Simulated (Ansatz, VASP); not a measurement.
# Two plane-wave programs on Ti

File INCAR:

```
SYSTEM = Ti
PREC = Accurate
ENCUT = 520
EDIFF = 1E-6
ISMEAR = 0
SIGMA = 0.15
LREAL = .FALSE.
LASPH = .TRUE.
NELM = 60
ALGO = Normal
ISIF = 2
LWAVE = .FALSE.
LCHARG = .TRUE.
GGA = PE
LELF = .TRUE.
LVHAR = .TRUE.
NBANDS = 12
```

KPOINTS

```
Automatic mesh
0
G
  20 20 20
  0 0 0
```

The input POSCAR:

```
Ti
1.0
    0.0000000000      2.3334140579      1.4681841252
    2.3334140579      0.0000000000      1.4681841252
    2.3334140579      2.3334140579      0.0000000000
Ti
1
Direct
    0.0000000000      0.0000000000      0.0000000000
```

Input for Ansatz:

```yaml
crystal:
  lattice:
    - [0.0, 2.3334140579, 1.4681841252]
    - [2.3334140579, 0.0, 1.4681841252]
    - [2.3334140579, 2.3334140579, 0.0]
  atoms:
    - { symbol: Ti, position: [0.0, 0.0, 0.0] }
basis:
  ecutwfc: 520.0
kpoints:
  mp_grid: { grid: [20, 20, 20] }
hamiltonian:
  xc: pbe
  pseudopotentials: { kind: paw, azcp: { folder: soft_1 } }
scf:
  occupations: { method: gaussian, width: 0.15 }
output:
  forces: true
  stress: true
  eigenvalues: true
```

Alike in both runs: task single point; functional PBE; k mesh 20 × 20 × 20; occupations gaussian, width 0.15 eV; no spin polarisation.

|  | VASP | Ansatz |
| --- | --- | --- |
| version | VASP 6.6.1 | Ansatz 0.2.0 |
| potentials or method | VASP PAW PBE potentials, release 64 (Ti_sv), cutoff 520 eV | scalar-relativistic, plane waves, PAW |
| valence electrons in the cell | 12 | 12 |

VASP gave:

| Quantity | Value |
| --- | --- |
| gap on the k mesh at the Fermi level (eV) | none |
| pressure (GPa) | 9.0 |
| traceless stress, the component that is largest in VASP (GPa) | -1.14 |

Problem. What did Ansatz give for the same quantities?

Solution. gap on the k mesh at the Fermi level (eV): none; pressure (GPa): 9.3; traceless stress, the component that is largest in VASP (GPa): -1.09.

A gap of «none» marks a metal or a gap that the smearing closes.
